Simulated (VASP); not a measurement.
# ZrC (P6_3/mmc) in VASP: notebook

Aim: see how the results for ZrC move with the level of theory and the settings. Levels: PBEsol+U, PBE. Tasks: single point, relaxation of cell and atoms.

Program: VASP 6.6.1. These are calculated values, not measurements. Logs are shortened: lines on timing, memory, paths and dates and some standing lists are left out, and cuts for length are marked.

## Step 1: The cell of the first run

Symmetry: P6_3/mmc, No. 194, hexagonal system. The conventional cell has a = 3.391 Å, b = 3.391 Å, c = 5.290 Å, α = 90.00°, β = 90.00°, γ = 120.00°. Within 3.1 Å of Zr (site symmetry -6m2) lie 6 C at 2.36 Å. Within 3.1 Å of C (site symmetry -3m) lie 6 Zr at 2.36 Å and 2 C at 2.65 Å.

## Step 2: Single point, PBEsol+U

The input, INCAR:

```
PREC = Accurate
ENCUT = 520
EDIFF = 1E-6
ISMEAR = -1
SIGMA = 0.05
LREAL = False
LASPH = True
NELM = 150
ALGO = Normal
ISIF = 2
LWAVE = False
LCHARG = False
LMAXMIX = 4
LDAU = True
LDAUTYPE = 2
LDAUL = 2 -1
LDAUU = 8 0
LDAUJ = 0 0
LDAUPRINT = 1
GGA = PS
NBANDS = 24
```

The input, KPOINTS:

```
Automatic mesh
0
Gamma
  9 9 5
```

The input, POSCAR:

```
ZrC
1.0
    3.3914762718      0.0000000000      0.0000000000
   -1.6957381359      2.9371046077      0.0000000000
    0.0000000000      0.0000000000      5.2900530000
Zr C
2 2
Direct
    0.6666666667      0.3333333333      0.7500000000
    0.3333333333      0.6666666667      0.2500000000
    0.0000000000      0.0000000000      0.5000000000
    0.0000000000      0.0000000000      0.0000000000
```

Potentials or basis: VASP PAW PBE potentials, release 64 (Zr_sv, C).

Command:

```sh
$ cat potpaw_PBE.64/Zr_sv/POTCAR potpaw_PBE.64/C/POTCAR > POTCAR
$ mpirun -np 1 vasp_std > vasp.out
```

OUTCAR:

```text
PREC = Accurate
   ENCUT = 520
   EDIFF = 1E-6
   ISMEAR = -1
   LREAL = False
   LASPH = True
   NELM = 150
   ISIF = 2
   GGA = PS

 ion  position               nearest neighbor table
   1  0.667  0.333  0.750-   3 2.36   4 2.36   3 2.36   4 2.36   3 2.36   4 2.36   2 3.29   2 3.29
                             2 3.29   2 3.29   2 3.29   2 3.29
   2  0.333  0.667  0.250-   3 2.36   4 2.36   3 2.36   4 2.36   3 2.36   4 2.36   1 3.29   1 3.29
                             1 3.29   1 3.29   1 3.29   1 3.29
   3  0.000  0.000  0.500-   1 2.36   2 2.36   2 2.36   1 2.36   1 2.36   2 2.36
   4  0.000  0.000  0.000-   1 2.36   2 2.36   2 2.36   1 2.36   1 2.36   2 2.36

  LATTYP: Found a hexagonal cell.
 ALAT       =     3.3914762718
 C/A-ratio  =     1.5598083478

  Lattice vectors:

 A1 = (   3.3914762718,   0.0000000000,   0.0000000000)
 A2 = (  -1.6957381359,   2.9371046077,   0.0000000000)
 A3 = (   0.0000000000,   0.0000000000,   5.2900530000)

Analysis of symmetry for initial positions (statically):
=====================================================================
 Subroutine PRICEL returns:
 Original cell was already a primitive cell.

 Routine SETGRP: Setting up the symmetry group for a
 hexagonal supercell.

 Subroutine GETGRP returns: Found 24 space group operations
 (whereof 12 operations were pure point group operations)
 out of a pool of 24 trial point group operations.

The static configuration has the point symmetry D_3d.
 The point group associated with its full space group is D_6h.

Analysis of symmetry for dynamics (positions and initial velocities):
=====================================================================
 Subroutine PRICEL returns:
 Original cell was already a primitive cell.

 Routine SETGRP: Setting up the symmetry group for a
 hexagonal supercell.

 Subroutine GETGRP returns: Found 24 space group operations
 (whereof 12 operations were pure point group operations)
 out of a pool of 24 trial point group operations.

The dynamic configuration has the point symmetry D_3d.
 The point group associated with its full space group is D_6h.

 Subroutine INISYM returns: Found 24 space group operations
[... 179 lines left out ...]

spin component  1

  0.1236  0.0000 -0.0000 -0.0000  0.0000
  0.0000  0.1575 -0.0000 -0.0000 -0.0000
 -0.0000 -0.0000  0.0951 -0.0000 -0.0000
 -0.0000 -0.0000 -0.0000  0.1575  0.0000
  0.0000 -0.0000 -0.0000  0.0000  0.1236

spin component  2

  0.1236  0.0000 -0.0000 -0.0000  0.0000
  0.0000  0.1575 -0.0000 -0.0000 -0.0000
 -0.0000 -0.0000  0.0951 -0.0000 -0.0000
 -0.0000 -0.0000 -0.0000  0.1575  0.0000
  0.0000 -0.0000 -0.0000  0.0000  0.1236

 occupancies and eigenvectors

  o =  0.0951  v =  0.0000 -0.0000 -1.0000  0.0000 -0.0000  0.0000  0.0000  0.0000  0.0000  0.0000      0.0000  0.0000  0.0000  0.0000  0.0000  0.0000  0.0000  0.0000  0.0000  0.0000
  o =  0.0951  v =  0.0000  0.0000  0.0000  0.0000  0.0000  0.0000 -0.0000 -1.0000  0.0000 -0.0000      0.0000  0.0000  0.0000  0.0000  0.0000  0.0000  0.0000  0.0000  0.0000  0.0000
  o =  0.1236  v =  1.0000  0.0000  0.0000  0.0000  0.0000  0.0000  0.0000  0.0000  0.0000  0.0000      0.0000  0.0000  0.0000  0.0000  0.0000  0.0000  0.0000  0.0000  0.0000  0.0000
  o =  0.1236  v =  0.0000  0.0000  0.0000  0.0000  0.0000  1.0000  0.0000  0.0000  0.0000  0.0000      0.0000  0.0000  0.0000  0.0000  0.0000  0.0000  0.0000  0.0000  0.0000  0.0000
  o =  0.1236  v =  0.0000  0.0000  0.0000  0.0000  0.0000  0.0000 -0.0000  0.0000  0.0000 -1.0000      0.0000  0.0000  0.0000  0.0000  0.0000  0.0000  0.0000  0.0000  0.0000  0.0000
  o =  0.1236  v =  0.0000 -0.0000  0.0000  0.0000 -1.0000  0.0000  0.0000  0.0000  0.0000  0.0000      0.0000  0.0000  0.0000  0.0000  0.0000  0.0000  0.0000  0.0000  0.0000  0.0000
  o =  0.1575  v =  0.0000  1.0000 -0.0000  0.0000 -0.0000  0.0000  0.0000  0.0000  0.0000  0.0000      0.0000  0.0000  0.0000  0.0000  0.0000  0.0000  0.0000  0.0000  0.0000  0.0000
  o =  0.1575  v =  0.0000  0.0000  0.0000  0.0000  0.0000  0.0000  1.0000 -0.0000  0.0000 -0.0000      0.0000  0.0000  0.0000  0.0000  0.0000  0.0000  0.0000  0.0000  0.0000  0.0000
  o =  0.1575  v =  0.0000  0.0000  0.0000  0.0000  0.0000  0.0000 -0.0000  0.0000  1.0000  0.0000      0.0000  0.0000  0.0000  0.0000  0.0000  0.0000  0.0000  0.0000  0.0000  0.0000
  o =  0.1575  v =  0.0000 -0.0000  0.0000  1.0000  0.0000  0.0000  0.0000  0.0000  0.0000  0.0000      0.0000  0.0000  0.0000  0.0000  0.0000  0.0000  0.0000  0.0000  0.0000  0.0000

 number of electron      32.0000001 magnetization

 Free energy of the ion-electron system (eV)
  ---------------------------------------------------
  ext. energy  EPLUGINS =         0.00000000
  ---------------------------------------------------
  free energy    TOTEN  =       -30.29816549 eV

  energy without entropy =      -30.29413043  energy(sigma->0) =      -30.29614796

 E-fermi :  10.8292     XC(G=0): -12.2236

 val. band max:       10.7666613087   @ k =   0.0000   0.0000   0.2000
 cond. band min:      11.0231188349   @ k =   0.2222   0.1111   0.2000
 fundamental gap:      0.2564575262
 Fermi energy:        10.8291694893

 k-point     1 :       0.0000    0.0000    0.0000
  band No.  band energies     occupation
      1     -39.4562      2.00000
      2     -39.3482      2.00000
      3     -17.9152      2.00000
      4     -17.2649      2.00000
      5     -17.2649      2.00000
      6     -17.1682      2.00000
[... 637 lines left out ...]
     23      18.3542      0.00000
     24      18.3542      0.00000

 [... further k-points ...]
[... 5 lines left out ...]
  --------------------------------------------------------------------------------------
  -------------------------------------------------------------------------------------
  Total        4.2688804      4.2688804      6.4912710      0.0000000      0.0000000      0.0000000
  in kB      129.7945171    129.7945171    197.3658933      0.0000000      0.0000000      0.0000000
  external PRESSURE =     152.3183092 kB  Pullay stress =       0.0000000 kB

 VOLUME and BASIS-vectors are now :
 -----------------------------------------------------------------------------
  energy-cutoff  :      520.00
  volume of cell :       52.69
      direct lattice vectors                 reciprocal lattice vectors
     3.391476272  0.000000000  0.000000000     0.294856847  0.170235680  0.000000000
    -1.695738136  2.937104608  0.000000000     0.000000000  0.340471360  0.000000000
     0.000000000  0.000000000  5.290053000     0.000000000  0.000000000  0.189034023

 POSITION                                       TOTAL-FORCE (eV/Angst)
 -----------------------------------------------------------------------------------
      1.69574      0.97903      3.96754         0.000000      0.000000      0.000000
     -0.00000      1.95807      1.32251        -0.000000      0.000000      0.000000
      0.00000      0.00000      2.64503        -0.000000     -0.000000      0.000000
      0.00000      0.00000      0.00000        -0.000000     -0.000000      0.000000
 -----------------------------------------------------------------------------------
    total drift:                               -0.000000      0.000000     -0.000000

  FREE ENERGIE OF THE ION-ELECTRON SYSTEM (eV)
  ---------------------------------------------------
  free  energy   TOTEN  =       -30.2981654950 eV

  energy  without entropy=      -30.2941304266  energy(sigma->0) =      -30.29614796
```

OSZICAR:

```text
N       E                     dE             d eps       ncg     rms          rms(c)
DAV:   1     0.261609782421E+03    0.26161E+03   -0.17028E+04  1728   0.134E+03
DAV:   2    -0.178401382077E+02   -0.27945E+03   -0.26434E+03  2072   0.375E+02
DAV:   3    -0.389699825035E+02   -0.21130E+02   -0.20888E+02  3200   0.829E+01
DAV:   4    -0.396052369898E+02   -0.63525E+00   -0.63483E+00  2144   0.140E+01
DAV:   5    -0.396260210255E+02   -0.20784E-01   -0.20783E-01  2744   0.177E+00    0.246E+01
DAV:   6    -0.306857670597E+02    0.89403E+01   -0.39736E+01  2064   0.325E+01    0.938E+00
DAV:   7    -0.303906108697E+02    0.29516E+00   -0.31877E+00  2600   0.820E+00    0.542E+00
DAV:   8    -0.303139508790E+02    0.76660E-01   -0.50085E-01  2080   0.398E+00    0.104E+00
DAV:   9    -0.302975806582E+02    0.16370E-01   -0.10516E-01  2368   0.169E+00    0.604E-01
DAV:  10    -0.302985886842E+02   -0.10080E-02   -0.92178E-03  2216   0.754E-01    0.197E-01
DAV:  11    -0.302981602031E+02    0.42848E-03   -0.22437E-03  2336   0.246E-01    0.201E-02
DAV:  12    -0.302981650789E+02   -0.48758E-05   -0.52773E-05  2152   0.537E-02    0.110E-02
DAV:  13    -0.302981654950E+02   -0.41604E-06   -0.26585E-06  2176   0.948E-03
   1 F= -.30298165E+02 E0= -.30296148E+02  d E =-.403507E-02
```

stdout:

```text
POSCAR found type information on POSCAR ZrC
 POSCAR found :  2 types and       4 ions
 scaLAPACK will be used
 -----------------------------------------------------------------------------
|                                                                             |
|                                                                             |
|     You enforced a specific xc type in the INCAR file but a different       |
|     I HOPE YOU KNOW WHAT YOU ARE DOING!                                     |
|                                                                             |
 -----------------------------------------------------------------------------

 LDA part: xc-table for (Slater+PW92), standard interpolation
 POSCAR, INCAR and KPOINTS ok, starting setup
 FFT: planning ... GRIDC
 FFT: planning ... GRID_SOFT
 FFT: planning ... GRID
 WAVECAR not read
 entering main loop
```

It took 36 s on 1 thread of Intel Xeon 6975P-C, shared host; peak memory 0.19 GiB.

What came out:

* Free energy: -30.2982 eV
* Pressure: 15.2 GPa
* Band gap on the k mesh: zero (band 16 reaches 12.15 eV, above the bottom of band 17 at 10.72 eV)

Stress tensor (GPa, compression positive):
```
12.98  0.00  0.00
 0.00 12.98  0.00
 0.00  0.00 19.74
```

Levels at points of the mesh, in eV from the Fermi level:
```tsv
k point	band 12	band 13	band 14	band 15	band 16	band 17	band 18	band 19	band 20	band 21
(0.00, 0.00, 0.00)	-2.86	-2.86	-1.32	-1.32	1.32	1.75	1.75	1.83	2.05	2.05
```

Eigenvalues of the final occupation matrices:
```csv
site,spin,trace,eigenvalues
site 1 d,1,0.66,0.10 0.12 0.12 0.16 0.16
site 1 d,2,0.66,0.10 0.12 0.12 0.16 0.16
site 2 d,1,0.66,0.10 0.12 0.12 0.16 0.16
site 2 d,2,0.66,0.10 0.12 0.12 0.16 0.16
```

Caveat: the PAW data sets were made with another functional, which shifts forces and pressure a little; U without spin polarisation on a metal has little footing; the U is typed as a test and isn't derived for this compound.

## Step 3: Single point, PBE

This run uses another cell than the first one, of 12.50 Å³/atom, 0.949 times its volume.

The input, INCAR:

```
PREC = Accurate ; ENCUT = 520
EDIFF = 1E-6 ; ISMEAR = -1
SIGMA = 0.05 ; LREAL = F
LASPH = T ; NELM = 80
ALGO = Normal ; ISIF = 2
LWAVE = F ; LCHARG = T
GGA = PE ; LELF = T
LVHAR = T ; NBANDS = 24
```

The input, KPOINTS:

```
regular mesh
0
Gamma
  7 7 4
```

The input, POSCAR:

```
ZrC
1.0
    3.3144327996      0.0000000000      0.0000000000
   -1.6572163998      2.8703830036      0.0000000000
    0.0000000000      0.0000000000      5.2557145634
Zr C
2 2
Direct
    0.6666666667      0.3333333333      0.7500000000
    0.3333333333      0.6666666667      0.2500000000
    0.0000000000      0.0000000000      0.5000000000
    0.0000000000      0.0000000000      0.0000000000
```

Potentials or basis: VASP PAW PBE potentials, release 64 (Zr_sv, C).

Command:

```sh
$ cat potpaw_PBE.64/Zr_sv/POTCAR potpaw_PBE.64/C/POTCAR > POTCAR
$ mpirun -np 1 vasp_std > vasp.out
```

Run time: 54 s. Hardware: 1 thread of AMD EPYC 7R13, shared host; peak memory 0.15 GiB.

Results (log left out):

```
Free energy            : -38.1923 eV
Pressure               : 10.3 GPa
Band gap on the k mesh : zero (band 16 reaches 11.25 eV, above the bottom of band 17 at 10.17 eV)
```

Levels at points of the mesh, in eV from the Fermi level:
| k point | band 14 | band 15 | band 16 | band 17 | band 18 | band 19 |
| --- | --- | --- | --- | --- | --- | --- |
| (0.00, 0.00, 0.00) | -1.11 | -1.11 | 0.91 | 1.31 | 1.31 | 1.84 |
| (0.00, 0.00, 0.50) | -2.46 | -2.46 | -2.46 | 3.58 | 3.58 | 3.58 |

## Step 4: Single point, PBE

This run uses another cell than the first one, of 12.75 Å³/atom, 0.968 times its volume.

The input, INCAR:

```
SYSTEM = ZrC
PREC = Accurate
ENCUT = 520
EDIFF = 1E-6
ISMEAR = -1
SIGMA = 0.05
LREAL = .FALSE.
LASPH = .TRUE.
NELM = 60
ALGO = Normal
ISIF = 2
LWAVE = .FALSE.
LCHARG = .FALSE.
GGA = PE
NBANDS = 24
```

The input, KPOINTS:

```
Automatic mesh
0
G
  7 7 4
  0 0 0
```

The input, POSCAR:

```
ZrC
1.0
    3.3363994182      0.0000000000      0.0000000000
   -1.6681997091      2.8894066534      0.0000000000
    0.0000000000      0.0000000000      5.2918495229
Zr C
2 2
Direct
    0.6666666667      0.3333333333      0.7500000000
    0.3333333333      0.6666666667      0.2500000000
    0.0000000000      0.0000000000      0.5000000000
    0.0000000000      0.0000000000      0.0000000000
```

Command:

```sh
$ cat potpaw_PBE.64/Zr_sv/POTCAR potpaw_PBE.64/C/POTCAR > POTCAR
$ mpirun -np 1 vasp_std > vasp.out
```

It took 58 s on 1 thread of AMD EPYC 7R13, shared host; peak memory 0.15 GiB.

The run converged. Its results:

- Free energy: -38.2418 eV
- Pressure: 5.3 GPa
- Band gap on the k mesh: zero (band 16 reaches 11.01 eV, above the bottom of band 17 at 9.96 eV)

Levels at points of the mesh, in eV from the Fermi level:
```csv
k point,band 14,band 15,band 16,band 17,band 18,band 19
"(0.00, 0.00, 0.00)",-1.10,-1.10,0.89,1.28,1.28,1.79
"(0.00, 0.00, 0.50)",-2.42,-2.42,-2.42,3.48,3.48,3.48
```

[end of part 1 of 2]
